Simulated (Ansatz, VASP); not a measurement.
One calculation of SnTe, two programs

File INCAR:

```
PREC     = Accurate       # precision mode
ENCUT    = 600            # plane-wave cutoff, eV
EDIFF    = 1E-7           # SCF threshold, eV
ISMEAR   = -1             # smearing method
SIGMA    = 0.05           # smearing width, eV
LREAL    = False          # projectors in reciprocal space
LASPH    = True           # aspherical terms in the spheres
NELM     = 80             # most SCF steps
ALGO     = Normal         # electronic algorithm
ISIF     = 3              # what is computed and relaxed
LWAVE    = False          # write WAVECAR
LCHARG   = False          # write CHGCAR
GGA      = PE             # functional
IBRION   = 2              # ionic algorithm
NSW      = 60             # ionic steps
EDIFFG   = -0.005         # ionic threshold
```

The input KPOINTS:

```
regular mesh
0
Gamma
  9 9 5
```

POSCAR

```
SnTe
1.0
    4.3969784454      0.0000000000      0.0000000000
   -2.1984892227      3.8078950336      0.0000000000
    0.0000000000      0.0000000000      7.1670748659
Sn Te
2 2
Direct
    0.3333333333      0.6666666667      0.0000000000
    0.6666666667      0.3333333333      0.5000000000
    0.3333333333      0.6666666667      0.3760000000
    0.6666666667      0.3333333333      0.8760000000
```

Input for Ansatz:

```yaml
crystal:
  lattice:
    - [4.3969784454, 0.0, 0.0]
    - [-2.1984892227, 3.8078950336, 0.0]
    - [0.0, 0.0, 7.1670748659]
  atoms:
    - { symbol: Sn, position: [0.3333333333, 0.6666666667, 0.0] }
    - { symbol: Sn, position: [0.6666666667, 0.3333333333, 0.5] }
    - { symbol: Te, position: [0.3333333333, 0.6666666667, 0.376] }
    - { symbol: Te, position: [0.6666666667, 0.3333333333, 0.876] }
kpoints:
  mp_grid: { grid: [9, 9, 5] }
scf:
  occupations: { method: fermi_dirac, width: 0.05 }
hamiltonian:
  xc: pbe
  pseudopotentials: { kind: paw }
output:
  forces: true
  stress: true
relax:
  f_tol: 0.005
  max_steps: 40
  cell: {}
```

Alike in both runs: task relaxation of cell and atoms; functional PBE; k mesh 9 × 9 × 5; occupations fermi-dirac, width 0.05 eV; no spin polarisation.

```csv
,VASP,Ansatz
version,VASP 6.6.1,Ansatz 0.2.0
potentials or method,"VASP PAW PBE potentials, release 64 (Sn_d, Te)","PAW with Ansatz's default frozen-core files, scalar-relativistic"
plane-wave cutoff (eV),600,420
valence electrons in the cell,40,60
```

VASP gave:

* relaxed volume (Å³/atom): 41.70
* relaxed length of the cell vector where the two differ most in proportion (Å): 6.518

Question: Which values does Ansatz return?

Answer: Relaxed volume (Å³/atom): 41.79; relaxed length of the cell vector where the two differ most in proportion (Å): 6.533.

VASP's potentials hold 40 valence electrons a cell and Ansatz's 60, so a difference there can come from the potentials and not from the codes.

Spin-orbit coupling is off throughout. Noted on VASP's run: the volume moved by over 15 % at a fixed basis, so the end points are rough.
